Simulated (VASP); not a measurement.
# Ag (Pm-3m) in VASP: a series of runs, part 2 of 3

VASP 6.6.1.

**4. Single point, revPBE (20.76 Å³/atom)**

This run uses another cell than the first one, of 20.76 Å³/atom.

File INCAR:

```
PREC = Accurate
ENCUT = 520
EDIFF = 1E-6
ISMEAR = -1
SIGMA = 0.1
LREAL = False
LASPH = True
NELM = 80
ALGO = Normal
ISIF = 2
LWAVE = False
LCHARG = False
GGA = RE
NBANDS = 12
```

File KPOINTS:

```
Automatic mesh
0
Gamma
  18 18 18
```

File POSCAR:

```
Ag
1.0
    2.7483086592      0.0000000000      0.0000000000
    0.0000000000      2.7483086592      0.0000000000
    0.0000000000      0.0000000000      2.7483086592
Ag
1
Direct
    0.0000000000      0.0000000000      0.0000000000
```

Potentials or basis: VASP PAW PBE potentials, release 64 (Ag).

On the command line:

```sh
cat potpaw_PBE.64/Ag/POTCAR > POTCAR
mpirun -np 1 vasp_std > vasp.out
```

OUTCAR:

```text
PREC = Accurate
   ENCUT = 520
   EDIFF = 1E-6
   ISMEAR = -1
   LREAL = False
   LASPH = True
   NELM = 80
   ISIF = 2
   GGA = RE

 ion  position               nearest neighbor table
   1  0.000  0.000  0.000-

  LATTYP: Found a simple cubic cell.
 ALAT       =     2.7483086592

  Lattice vectors:

 A1 = (   2.7483086592,   0.0000000000,   0.0000000000)
 A2 = (   0.0000000000,   2.7483086592,   0.0000000000)
 A3 = (   0.0000000000,   0.0000000000,   2.7483086592)

Analysis of symmetry for initial positions (statically):
=====================================================================
 Subroutine PRICEL returns:
 Original cell was already a primitive cell.

 Routine SETGRP: Setting up the symmetry group for a
 simple cubic supercell.

 Subroutine GETGRP returns: Found 48 space group operations
 (whereof 48 operations were pure point group operations)
 out of a pool of 48 trial point group operations.

The static configuration has the point symmetry O_h .

Analysis of symmetry for dynamics (positions and initial velocities):
=====================================================================
 Subroutine PRICEL returns:
 Original cell was already a primitive cell.

 Routine SETGRP: Setting up the symmetry group for a
 simple cubic supercell.

 Subroutine GETGRP returns: Found 48 space group operations
 (whereof 48 operations were pure point group operations)
 out of a pool of 48 trial point group operations.

The dynamic configuration has the point symmetry O_h .

 Subroutine INISYM returns: Found 48 space group operations
 (whereof 48 operations are pure point group operations),
 and found     1 'primitive' translations

----------------------------------------------------------------------------------------

                                     Primitive cell

  volume of cell :      20.7585

  direct lattice vectors                    reciprocal lattice vectors
     2.748308659  0.000000000  0.000000000     0.363860150  0.000000000  0.000000000
     0.000000000  2.748308659  0.000000000     0.000000000  0.363860150  0.000000000
     0.000000000  0.000000000  2.748308659     0.000000000  0.000000000  0.363860150

  length of vectors
     2.748308659  2.748308659  2.748308659     0.363860150  0.363860150  0.363860150

  position of ions in fractional coordinates (direct lattice)
     0.000000000  0.000000000  0.000000000

  ion indices of the primitive-cell ions
   primitive index   ion index
                 1           1

----------------------------------------------------------------------------------------

 KPOINTS: Automatic mesh

Automatic generation of k-mesh.
 Grid dimensions read from file:
 generate k-points for:   18   18   18

 Generating k-lattice:

  Cartesian coordinates                     Fractional coordinates (reciprocal lattice)
     0.020214453  0.000000000  0.000000000     0.055555556  0.000000000  0.000000000
     0.000000000  0.020214453  0.000000000     0.000000000  0.055555556  0.000000000
     0.000000000  0.000000000  0.020214453     0.000000000  0.000000000  0.055555556

  Length of vectors
     0.020214453  0.020214453  0.020214453

  Shift w.r.t. Gamma in fractional coordinates (k-lattice)
     0.000000000  0.000000000  0.000000000

 Subroutine IBZKPT returns following result:
 ===========================================

 Found    220 irreducible k-points:

 Following reciprocal coordinates:
            Coordinates               Weight
  0.000000  0.000000  0.000000      1.000000
  0.055556  0.000000  0.000000      6.000000
  0.111111  0.000000  0.000000      6.000000
  0.166667  0.000000  0.000000      6.000000
  0.222222  0.000000  0.000000      6.000000
  0.277778  0.000000  0.000000      6.000000
[... 16 lines left out ...]
  0.277778  0.111111  0.000000     24.000000
  0.333333  0.111111  0.000000     24.000000
 [... further k-points ...]
   k-points           NKPTS =    220   k-points in BZ     NKDIM =    220   number of bands    NBANDS=     12
   number of dos      NEDOS =    301   number of ions     NIONS =      1
   total plane-waves  NPLWV =   8000
   dimension x,y,z NGX =    20 NGY =   20 NGZ =   20
   dimension x,y,z NGXF=    40 NGYF=   40 NGZF=   40
   ions per type =               1
   NGX,Y,Z   is equivalent  to a cutoff of  12.10, 12.10, 12.10 a.u.
   NGXF,Y,Z  is equivalent  to a cutoff of  24.20, 24.20, 24.20 a.u.
 SYSTEM =  unknown system
   PREC   = accura    normal or accurate (medium, high low for compatibility)
   ISTART =      0    job   : 0-new  1-cont  2-samecut
   ICHARG =      2    charge: 1-file 2-atom 10-const
   ISPIN  =      1    spin polarized calculation?
   LNONCOLLINEAR =      F non collinear calculations
   LSORBIT =      F    spin-orbit coupling
   LASPH  =      T    aspherical Exc in radial PAW
   ENCUT  =  520.0 eV  38.22 Ry    6.18 a.u.   5.11  5.11  5.11*2*pi/ulx,y,z
   NELM   =     80;   NELMIN=  2; NELMDL= -5     # of ELM steps
   EDIFF  = 0.1E-05   stopping-criterion for ELM
   LREAL  =      F    real-space projection
   EDIFFG = 0.1E-04   stopping-criterion for IOM
   NSW    =      0    number of steps for IOM
   IBRION =     -1    ionic relax: 0-MD 1-quasi-New 2-CG
   NFREE  =      0    steps in history (QN), initial steepest desc. (CG)
   ISIF   =      2    stress and relaxation
   ISYM   =      2    0-nonsym 1-usesym 2-fastsym
   POTIM  = 0.5000    time-step for ionic-motion
   TEBEG  =    0.0;   TEEND  =   0.0 temperature during run
   PSTRESS=    0.0 pullay stress
   NELECT =      11.0000    total number of electrons
   NUPDOWN=      -1.0000    fix difference up-down
   EMIN   =  10.00;   EMAX   =-10.00  energy-range for DOS
   EFERMI =   0.00;   METHOD = LEGACY
   ISMEAR =    -1;   SIGMA  =   0.10  broadening in eV -4-tet -1-fermi 0-gaus
   EFERMI_NEDOS =   21; number of points for ismear=-14 and -15
   IALGO  =     38    algorithm
   IMIX   =      4    mixing-type and parameters
     AMIX     =   0.40;   BMIX     =  1.00
     AMIX_MAG =   1.60;   BMIX_MAG =  1.00
  volume/ion in A,a.u.               =      20.76       140.09
  Fermi-wavevector in a.u.,A,eV,Ry     =   1.324769  2.503451 23.878407  1.755013
  Thomas-Fermi vector in A             =   2.454279
   LORBIT       =      0    0 simple, 1 ext, 2 COOP (PROOUT), +10 PAW based schemes
   GGA     = RE    functional components
   LHFCALC =     F    Hartree Fock is set to
   AEXX    =    0.0000 exact exchange contribution
   IVDW    =     0    specifies the selected vdW correction
   LEPSILON=     F    determine dielectric tensor
   LRPA    =     F    only Hartree local field effects (RPA)
 non-spin polarized calculation
  energy-cutoff  :      520.00
  volume of cell :       20.76
 maximum number of plane-waves:       587
   NGX = 11   NGY = 11   NGZ = 11

 number of electron      11.0000011 magnetization

 Free energy of the ion-electron system (eV)
  ---------------------------------------------------
  ext. energy  EPLUGINS =         0.00000000
  ---------------------------------------------------
  free energy    TOTEN  =        -1.98867314 eV

  energy without entropy =       -1.98045266  energy(sigma->0) =       -1.98456290

 E-fermi :   6.0629     XC(G=0): -10.8765

 val. band max:        6.0110536036   @ k =   0.3889   0.2778   0.1111
 cond. band min:       6.0911202687   @ k =   0.5000   0.1111   0.0000
 fundamental gap:      0.0800666651
 Fermi energy:         6.0628634106

 k-point     1 :       0.0000    0.0000    0.0000
  band No.  band energies     occupation
      1      -0.2972      2.00000
      2       0.3289      2.00000
      3       0.3289      2.00000
      4       3.2193      2.00000
      5       3.2193      2.00000
      6       3.2193      2.00000
      7      19.9979      0.00000
      8      19.9979      0.00000
      9      19.9979      0.00000
     10      25.0208      0.00000
     11      25.0208      0.00000
     12      25.4172      0.00000

 k-point     2 :       0.0556    0.0000    0.0000
  band No.  band energies     occupation
      1      -0.2289      2.00000
      2       0.3374      2.00000
      3       0.3741      2.00000
      4       3.1882      2.00000
      5       3.1882      2.00000
      6       3.2219      2.00000
      7      19.2680      0.00000
      8      20.1016      0.00000
      9      20.1016      0.00000
     10      24.9613      0.00000
     11      25.2050      0.00000
     12      26.0582      0.00000
[... 316 lines left out ...]
 k-point    24 :       0.3333    0.1111    0.0000
  band No.  band energies     occupation
      1       0.6278      2.00000
      2       0.9553      2.00000
      3       2.0838      2.00000
      4       2.5180      2.00000
      5       3.1731      2.00000
      6       3.4323      2.00000
      7      11.3987      0.00000
      8      20.2902      0.00000
      9      23.5935      0.00000
     10      24.0457      0.00000
     11      26.0301      0.00000
     12      30.3461      0.00000

 [... further k-points ...]
[... 5 lines left out ...]
  --------------------------------------------------------------------------------------
  -------------------------------------------------------------------------------------
  Total        0.3128746      0.3128746      0.3128746      0.0000000      0.0000000      0.0000000
  in kB       24.1481797     24.1481797     24.1481797      0.0000000      0.0000000      0.0000000
  external PRESSURE =      24.1481797 kB  Pullay stress =       0.0000000 kB

 VOLUME and BASIS-vectors are now :
 -----------------------------------------------------------------------------
  energy-cutoff  :      520.00
  volume of cell :       20.76
      direct lattice vectors                 reciprocal lattice vectors
     2.748308659  0.000000000  0.000000000     0.363860150  0.000000000  0.000000000
     0.000000000  2.748308659  0.000000000     0.000000000  0.363860150  0.000000000
     0.000000000  0.000000000  2.748308659     0.000000000  0.000000000  0.363860150

 POSITION                                       TOTAL-FORCE (eV/Angst)
 -----------------------------------------------------------------------------------
      0.00000      0.00000      0.00000         0.000000      0.000000      0.000000
 -----------------------------------------------------------------------------------
    total drift:                                0.000000      0.000000      0.000000

  FREE ENERGIE OF THE ION-ELECTRON SYSTEM (eV)
  ---------------------------------------------------
  free  energy   TOTEN  =        -1.9886731389 eV

  energy  without entropy=       -1.9804526599  energy(sigma->0) =       -1.98456290
```

OSZICAR:

```text
N       E                     dE             d eps       ncg     rms          rms(c)
DAV:   1     0.521161316653E+02    0.52116E+02   -0.53542E+03  5360   0.803E+02
DAV:   2    -0.135486949286E+01   -0.53471E+02   -0.50694E+02  6016   0.186E+02
DAV:   3    -0.214623206369E+01   -0.79136E+00   -0.79097E+00  6244   0.245E+01
DAV:   4    -0.214914035567E+01   -0.29083E-02   -0.29082E-02  5868   0.152E+00
DAV:   5    -0.214917041572E+01   -0.30060E-04   -0.30060E-04  6280   0.142E-01    0.370E+00
DAV:   6    -0.199510987717E+01    0.15406E+00   -0.61689E-01  5848   0.692E+00    0.261E+00
DAV:   7    -0.199036517529E+01    0.47447E-02   -0.60285E-03  5980   0.726E-01    0.150E+00
DAV:   8    -0.198864868680E+01    0.17165E-02   -0.99731E-04  6020   0.253E-01    0.579E-02
DAV:   9    -0.198866396160E+01   -0.15275E-04   -0.12266E-05  5884   0.268E-02    0.180E-02
DAV:  10    -0.198867357639E+01   -0.96148E-05   -0.94051E-06  6016   0.274E-02    0.420E-03
DAV:  11    -0.198867313893E+01    0.43746E-06   -0.17960E-07  3340   0.376E-03
   1 F= -.19886731E+01 E0= -.19845629E+01  d E =-.822048E-02
```

stdout:

```text
POSCAR found type information on POSCAR Ag
 POSCAR found :  1 types and       1 ions
 scaLAPACK will be used
 -----------------------------------------------------------------------------
|                                                                             |
|                                                                             |
|     You enforced a specific xc type in the INCAR file but a different       |
|     I HOPE YOU KNOW WHAT YOU ARE DOING!                                     |
|                                                                             |
 -----------------------------------------------------------------------------

 LDA part: xc-table for (Slater+PW92), standard interpolation
 POSCAR, INCAR and KPOINTS ok, starting setup
 FFT: planning ... GRIDC
 FFT: planning ... GRID_SOFT
 FFT: planning ... GRID
 WAVECAR not read
 entering main loop
```

Run time: 42 s. Hardware: 1 thread of Intel Xeon 8259CL, shared host; peak memory 0.16 GiB.

Results:

```
Free energy            : -1.9887 eV
Pressure               : 2.4 GPa
Band gap on the k mesh : zero (an odd number of electrons rules out a gap without spin polarisation)
```

Caveat: the PAW data sets were made with another functional, which shifts forces and pressure a little.

**5. Single point, revPBE**

This run uses another cell than the first one, of 21.62 Å³/atom.

File INCAR:

```
ALGO = Normal
EDIFF = 1E-7
ENCUT = 520
GGA = RE
ISIF = 2
ISMEAR = -1
LASPH = T
LCHARG = F
LREAL = F
LWAVE = F
NBANDS = 12
NELM = 80
PREC = Accurate
SIGMA = 0.1
```

File KPOINTS:

```
k-points
0
Gamma
  18 18 18
```

File POSCAR:

```
Ag
1.0
    2.7859614019      0.0000000000      0.0000000000
    0.0000000000      2.7859614019      0.0000000000
    0.0000000000      0.0000000000      2.7859614019
Ag
1
Direct
    0.0000000000      0.0000000000      0.0000000000
```

On the command line:

```sh
cat potpaw_PBE.64/Ag/POTCAR > POTCAR
mpirun -np 1 vasp_std > vasp.out
```

Run time: 51 s. Hardware: 1 thread of Intel Xeon 8259CL, shared host; peak memory 0.18 GiB.

The run converged. Its results:

```
Free energy            : -1.9949 eV
Pressure               : -0.1 GPa
Band gap on the k mesh : zero (an odd number of electrons rules out a gap without spin polarisation)
```

Levels at points of the mesh, in eV from the Fermi level:
```
           k point  band 2  band 3  band 4  band 5  band 6  band 7  band 8  band 9
(0.00, 0.00, 0.00)   -5.55   -5.55   -2.86   -2.86   -2.86   13.63   13.63   13.63
(0.50, 0.00, 0.00)   -4.99   -3.73   -3.73   -2.78   -0.39    1.47   16.78   18.43
(0.50, 0.50, 0.00)   -4.84   -3.57   -3.57   -2.15    3.81    3.81    6.97    9.20
(0.50, 0.50, 0.50)   -5.04   -5.04   -2.10   -2.10    8.21    8.21    8.21   10.10
```

Caveat: the PAW data sets were made with another functional, which shifts forces and pressure a little.

[end of part 2 of 3]
